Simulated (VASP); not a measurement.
# TePb (P-6m2) in VASP: single point with PBE

Aim: the single point of TePb with PBE.

Everything below comes from runs of VASP 6.6.1. Logs are shortened: lines on timing, memory, paths and dates and some standing lists are left out, and cuts for length are marked.

## (1) The cell of the first run

Symmetry: P-6m2, No. 187, hexagonal system. The conventional cell has a = 4.546 Å, b = 4.546 Å, c = 23.956 Å, α = 90.00°, β = 90.00°, γ = 120.00°. Within 4.3 Å of Pb (site symmetry 3m) lie 6 Te at 3.26 to 3.27 Å. Within 4.9 Å of Pb (site symmetry 3m) lie 6 Te at 3.31 to 3.32 Å and 12 Pb at 4.55 to 4.83 Å. Pb (site symmetry -6m2) has 6 Te at 3.32 Å and 6 Pb at 4.55 Å within 4.6 Å. Within 4.8 Å of Pb (site symmetry -6m2) lie 6 Te at 3.31 Å and 12 Pb at 4.55 to 4.75 Å. Te (site symmetry 3m) has 6 Pb at 3.26 to 3.31 Å and 1 Te at 4.05 Å within 4.3 Å. Te (site symmetry 3m) has 6 Pb at 3.32 Å and 8 Te at 4.05 to 4.55 Å within 4.6 Å. Te (site symmetry 3m) has 6 Pb at 3.27 to 3.31 Å and 1 Te at 4.04 Å within 4.3 Å.

## (2) Single point, PBE

File INCAR:

```
PREC = Accurate ; ENCUT = 520
EDIFF = 1E-6 ; ISMEAR = 0
SIGMA = 0.02 ; LREAL = F
LASPH = T ; NELM = 100
ALGO = Normal ; ISIF = 2
LWAVE = F ; LCHARG = F
GGA = PE ; NBANDS = 72
```

File KPOINTS:

```
Automatic mesh
0
Gamma
  6 6 2
```

File POSCAR:

```
TePb
1.0
    4.5456115647      0.0000000000      0.0000000000
   -2.2728057823      3.9366150908      0.0000000000
    0.0000000000      0.0000000000     23.9564033017
Pb Te
6 6
Direct
    0.0000000000      0.0000000000     -0.0012292555
    0.3333333333      0.6666666667      0.1641113495
    0.0000000000      0.0000000000      0.3333333333
    0.3333333333      0.6666666667      0.5025553171
    0.0000000000      0.0000000000      0.6678959221
    0.6666666667      0.3333333333      0.8333333333
    0.6666666667      0.3333333333      0.0798447027
    0.6666666667      0.3333333333      0.2487258427
    0.6666666667      0.3333333333      0.4179408240
    0.6666666667      0.3333333333      0.5868219639
    0.3333333333      0.6666666667      0.7490420224
    0.3333333333      0.6666666667      0.9176246443
```

Potentials or basis: VASP PAW PBE potentials, release 64 (Pb_d, Te).

Run with:

```console
cat potpaw_PBE.64/Pb_d/POTCAR potpaw_PBE.64/Te/POTCAR > POTCAR
mpirun -np 1 vasp_std > vasp.out
```

OUTCAR:

```text
PREC = Accurate
   ENCUT = 520
   EDIFF = 1E-6
   ISMEAR = 0
   LREAL = F
   LASPH = T
   NELM = 100
   ISIF = 2
   GGA = PE

 ion  position               nearest neighbor table
   1  0.000  0.000  0.999-   7 3.26   7 3.26   7 3.26  12 3.27  12 3.27  12 3.27
   2  0.333  0.667  0.164-   7 3.31   7 3.31   7 3.31   8 3.32   8 3.32   8 3.32
   3  0.000  0.000  0.333-   8 3.32   8 3.32   8 3.32   9 3.32   9 3.32   9 3.32
   4  0.333  0.667  0.503-  10 3.31  10 3.31  10 3.31   9 3.32   9 3.32   9 3.32
   5  0.000  0.000  0.668-  10 3.26  10 3.26  10 3.26  11 3.27  11 3.27  11 3.27
   6  0.667  0.333  0.833-  11 3.31  11 3.31  11 3.31  12 3.31  12 3.31  12 3.31
   7  0.667  0.333  0.080-   1 3.26   1 3.26   1 3.26   2 3.31   2 3.31   2 3.31
   8  0.667  0.333  0.249-   3 3.32   3 3.32   3 3.32   2 3.32   2 3.32   2 3.32
   9  0.667  0.333  0.418-   3 3.32   3 3.32   3 3.32   4 3.32   4 3.32   4 3.32
  10  0.667  0.333  0.587-   5 3.26   5 3.26   5 3.26   4 3.31   4 3.31   4 3.31
  11  0.333  0.667  0.749-   5 3.27   5 3.27   5 3.27   6 3.31   6 3.31   6 3.31
  12  0.333  0.667  0.918-   1 3.27   1 3.27   1 3.27   6 3.31   6 3.31   6 3.31

  LATTYP: Found a hexagonal cell.
 ALAT       =     4.5456115647
 C/A-ratio  =     5.2702266704

  Lattice vectors:

 A1 = (   4.5456115647,   0.0000000000,   0.0000000000)
 A2 = (  -2.2728057823,   3.9366150908,   0.0000000000)
 A3 = (   0.0000000000,   0.0000000000,  23.9564033017)

Analysis of symmetry for initial positions (statically):
=====================================================================
 Subroutine PRICEL returns:
 Original cell was already a primitive cell.

 Routine SETGRP: Setting up the symmetry group for a
 hexagonal supercell.

 Subroutine GETGRP returns: Found 12 space group operations
 (whereof  6 operations were pure point group operations)
 out of a pool of 24 trial point group operations.

The static configuration has the point symmetry C_3v.
 The point group associated with its full space group is D_3h.

Analysis of symmetry for dynamics (positions and initial velocities):
=====================================================================
 Subroutine PRICEL returns:
 Original cell was already a primitive cell.

 Routine SETGRP: Setting up the symmetry group for a
 hexagonal supercell.

 Subroutine GETGRP returns: Found 12 space group operations
 (whereof  6 operations were pure point group operations)
 out of a pool of 24 trial point group operations.

The dynamic configuration has the point symmetry C_3v.
 The point group associated with its full space group is D_3h.

 Subroutine INISYM returns: Found 12 space group operations
 (whereof  6 operations are pure point group operations),
 and found     1 'primitive' translations

----------------------------------------------------------------------------------------

                                     Primitive cell

  volume of cell :     428.6836

  direct lattice vectors                    reciprocal lattice vectors
     4.545611565  0.000000000  0.000000000     0.219992401  0.127012672  0.000000000
    -2.272805782  3.936615091  0.000000000     0.000000000  0.254025343  0.000000000
     0.000000000  0.000000000 23.956403302     0.000000000  0.000000000  0.041742493

  length of vectors
     4.545611565  4.545611565 23.956403302     0.254025343  0.254025343  0.041742493

  position of ions in fractional coordinates (direct lattice)
     0.000000000  0.000000000  0.998770744
     0.333333333  0.666666667  0.164111349
     0.000000000  0.000000000  0.333333333
     0.333333333  0.666666667  0.502555317
     0.000000000  0.000000000  0.667895922
     0.666666667  0.333333333  0.833333333
     0.666666667  0.333333333  0.079844703
     0.666666667  0.333333333  0.248725843
     0.666666667  0.333333333  0.417940824
     0.666666667  0.333333333  0.586821964
     0.333333333  0.666666667  0.749042022
     0.333333333  0.666666667  0.917624644

  ion indices of the primitive-cell ions
   primitive index   ion index
                 1           1
                 2           2
                 3           3
                 4           4
                 5           5
                 6           6
                 7           7
                 8           8
                 9           9
                10          10
                11          11
                12          12

----------------------------------------------------------------------------------------

 KPOINTS: Automatic mesh

Automatic generation of k-mesh.
 Grid dimensions read from file:
 generate k-points for:    6    6    2

 Generating k-lattice:

  Cartesian coordinates                     Fractional coordinates (reciprocal lattice)
     0.036665400  0.021168779  0.000000000     0.166666667 -0.000000000  0.000000000
     0.000000000  0.042337557  0.000000000     0.000000000  0.166666667  0.000000000
     0.000000000  0.000000000  0.020871247     0.000000000  0.000000000  0.500000000

  Length of vectors
     0.042337557  0.042337557  0.020871247

  Shift w.r.t. Gamma in fractional coordinates (k-lattice)
     0.000000000  0.000000000  0.000000000

 Subroutine IBZKPT returns following result:
 ===========================================

 Found     14 irreducible k-points:

 Following reciprocal coordinates:
            Coordinates               Weight
  0.000000  0.000000  0.000000      1.000000
  0.166667 -0.000000  0.000000      6.000000
  0.333333 -0.000000  0.000000      6.000000
  0.500000 -0.000000  0.000000      3.000000
  0.166667  0.166667  0.000000      6.000000
  0.333333  0.166667  0.000000     12.000000
  0.333333  0.333333  0.000000      2.000000
  0.000000  0.000000  0.500000      1.000000
  0.166667 -0.000000  0.500000      6.000000
  0.333333 -0.000000  0.500000      6.000000
  0.500000 -0.000000  0.500000      3.000000
  0.166667  0.166667  0.500000      6.000000
  0.333333  0.166667  0.500000     12.000000
  0.333333  0.333333  0.500000      2.000000
   k-points           NKPTS =     14   k-points in BZ     NKDIM =     14   number of bands    NBANDS=     72
   number of dos      NEDOS =    301   number of ions     NIONS =     12
   total plane-waves  NPLWV = 233280
   dimension x,y,z NGX =    36 NGY =   36 NGZ =  180
   dimension x,y,z NGXF=    72 NGYF=   72 NGZF=  360
   ions per type =               6   6
   NGX,Y,Z   is equivalent  to a cutoff of  13.17, 13.17, 12.49 a.u.
   NGXF,Y,Z  is equivalent  to a cutoff of  26.33, 26.33, 24.98 a.u.
 SYSTEM =  unknown system
   PREC   = accura    normal or accurate (medium, high low for compatibility)
   ISTART =      0    job   : 0-new  1-cont  2-samecut
   ICHARG =      2    charge: 1-file 2-atom 10-const
   ISPIN  =      1    spin polarized calculation?
   LNONCOLLINEAR =      F non collinear calculations
   LSORBIT =      F    spin-orbit coupling
   LASPH  =      T    aspherical Exc in radial PAW
   ENCUT  =  520.0 eV  38.22 Ry    6.18 a.u.   8.45  8.45 44.54*2*pi/ulx,y,z
   NELM   =    100;   NELMIN=  2; NELMDL= -5     # of ELM steps
   EDIFF  = 0.1E-05   stopping-criterion for ELM
   LREAL  =      F    real-space projection
[... 7 lines left out ...]
   TEBEG  =    0.0;   TEEND  =   0.0 temperature during run
   PSTRESS=    0.0 pullay stress
   NELECT =     120.0000    total number of electrons
   NUPDOWN=      -1.0000    fix difference up-down
   EMIN   =  10.00;   EMAX   =-10.00  energy-range for DOS
   EFERMI =   0.00;   METHOD = LEGACY
   ISMEAR =     0;   SIGMA  =   0.02  broadening in eV -4-tet -1-fermi 0-gaus
   EFERMI_NEDOS =   21; number of points for ismear=-14 and -15
   IALGO  =     38    algorithm
   IMIX   =      4    mixing-type and parameters
     AMIX     =   0.40;   BMIX     =  1.00
     AMIX_MAG =   1.60;   BMIX_MAG =  1.00
  volume/ion in A,a.u.               =      35.72       241.07
  Fermi-wavevector in a.u.,A,eV,Ry     =   1.070918  2.023742 15.604055  1.146866
  Thomas-Fermi vector in A             =   2.206643
   LORBIT       =      0    0 simple, 1 ext, 2 COOP (PROOUT), +10 PAW based schemes
   GGA     = PE    functional components
   LHFCALC =     F    Hartree Fock is set to
   AEXX    =    0.0000 exact exchange contribution
   IVDW    =     0    specifies the selected vdW correction
   LEPSILON=     F    determine dielectric tensor
   LRPA    =     F    only Hartree local field effects (RPA)
 non-spin polarized calculation
 Gauss-broadening in eV      SIGMA  =   0.02
  energy-cutoff  :      520.00
  volume of cell :      428.68
 maximum number of plane-waves:     11682
 NGX is ok and might be reduce to    36
   NGX = 17   NGY = 17   NGZ = 89

 number of electron     120.0000023 magnetization

 Free energy of the ion-electron system (eV)
  ---------------------------------------------------
  ext. energy  EPLUGINS =         0.00000000
  ---------------------------------------------------
  free energy    TOTEN  =       -44.38567339 eV

  energy without entropy =      -44.38567339  energy(sigma->0) =      -44.38567339

 E-fermi :   5.1282     XC(G=0):  -9.0309

 val. band max:        4.9778606689   @ k =   0.1667  -0.0000   0.0000
 cond. band min:       5.4225384259   @ k =   0.5000  -0.0000   0.0000
 fundamental gap:      0.4446777570
 Fermi energy:         5.1282255629

 k-point     1 :       0.0000    0.0000    0.0000
  band No.  band energies     occupation
      1     -11.8189      2.00000
      2     -11.8189      2.00000
      3     -11.8137      2.00000
      4     -11.8137      2.00000
      5     -11.8135      2.00000
      6     -11.8135      2.00000
[... 64 lines left out ...]
     71       8.0505      0.00000
     72       8.1684      0.00000
[... 973 lines left out ...]
     71       9.1242      0.00000
     72       9.2407      0.00000

------------------------ aborting loop because EDIFF is reached ----------------------------------------

  FORCE on cell =-STRESS in cart. coord.  units (eV):
  Direction    XX          YY          ZZ          XY          YZ          ZX
  --------------------------------------------------------------------------------------
  -------------------------------------------------------------------------------------
  Total       -0.1155391     -0.1155391     -0.1202391     -0.0000000      0.0000000      0.0000000
  in kB       -0.4318199     -0.4318199     -0.4493859     -0.0000000      0.0000000      0.0000000
  external PRESSURE =      -0.4376752 kB  Pullay stress =       0.0000000 kB

 VOLUME and BASIS-vectors are now :
 -----------------------------------------------------------------------------
  energy-cutoff  :      520.00
  volume of cell :      428.68
      direct lattice vectors                 reciprocal lattice vectors
     4.545611565  0.000000000  0.000000000     0.219992401  0.127012672  0.000000000
    -2.272805782  3.936615091  0.000000000     0.000000000  0.254025343  0.000000000
     0.000000000  0.000000000 23.956403302     0.000000000  0.000000000  0.041742493

 POSITION                                       TOTAL-FORCE (eV/Angst)
 -----------------------------------------------------------------------------------
      0.00000      0.00000     23.92695        -0.000000      0.000000      0.000786
     -0.00000      2.62441      3.93152        -0.000000      0.000000     -0.001140
      0.00000      0.00000      7.98547        -0.000000      0.000000     -0.000000
     -0.00000      2.62441     12.03942         0.000000      0.000000      0.001140
      0.00000      0.00000     16.00038        -0.000000      0.000000     -0.000786
      2.27281      1.31221     19.96367        -0.000000      0.000000     -0.000000
      2.27281      1.31221      1.91279         0.000000     -0.000000      0.001145
      2.27281      1.31221      5.95858        -0.000000      0.000000      0.000346
      2.27281      1.31221     10.01236        -0.000000      0.000000     -0.000346
      2.27281      1.31221     14.05814         0.000000     -0.000000     -0.001145
     -0.00000      2.62441     17.94435         0.000000     -0.000000      0.002718
     -0.00000      2.62441     21.98299         0.000000      0.000000     -0.002718
 -----------------------------------------------------------------------------------
    total drift:                                0.000000     -0.000000     -0.000001

  FREE ENERGIE OF THE ION-ELECTRON SYSTEM (eV)
  ---------------------------------------------------
  free  energy   TOTEN  =       -44.3856733912 eV

  energy  without entropy=      -44.3856733912  energy(sigma->0) =      -44.38567339
```

Run time: 19 min. Hardware: 1 thread of Intel Xeon 8259CL, shared host; peak memory 0.72 GiB.

What came out:

* Free energy: -44.3857 eV
* Pressure: 0.0 GPa
* Band gap on the k mesh: 0.44 eV (least direct gap 0.64 eV)

Forces in eV/Å, atoms in the order of the input:
```
Pb   0.000  0.000  0.001
Pb   0.000  0.000 -0.001
Pb   0.000  0.000  0.000
Pb   0.000  0.000  0.001
Pb   0.000  0.000 -0.001
Pb   0.000  0.000  0.000
Te   0.000  0.000  0.001
Te   0.000  0.000  0.000
Te   0.000  0.000  0.000
Te   0.000  0.000 -0.001
Te   0.000  0.000  0.003
Te   0.000  0.000 -0.003
```

Levels at points of the mesh, in eV from the valence-band top:
| k point | band 57 | band 58 | band 59 | band 60 | band 61 | band 62 | band 63 | band 64 |
| --- | --- | --- | --- | --- | --- | --- | --- | --- |
| (0.00, 0.00, 0.00) | -0.45 | -0.34 | -0.34 | -0.07 | 1.32 | 1.64 | 1.64 | 1.95 |
| (0.50, 0.00, 0.00) | -1.28 | -0.70 | -0.29 | -0.20 | 0.44 | 1.24 | 1.37 | 1.70 |
| (0.00, 0.00, 0.50) | -0.38 | -0.38 | -0.29 | -0.17 | 1.49 | 1.59 | 1.78 | 1.78 |
| (0.50, 0.00, 0.50) | -0.91 | -0.78 | -0.66 | -0.58 | 0.92 | 1.13 | 1.66 | 1.70 |

Caveat: spin-orbit coupling is left out, which moves the levels of the heavy elements. A k mesh can miss the band edges.
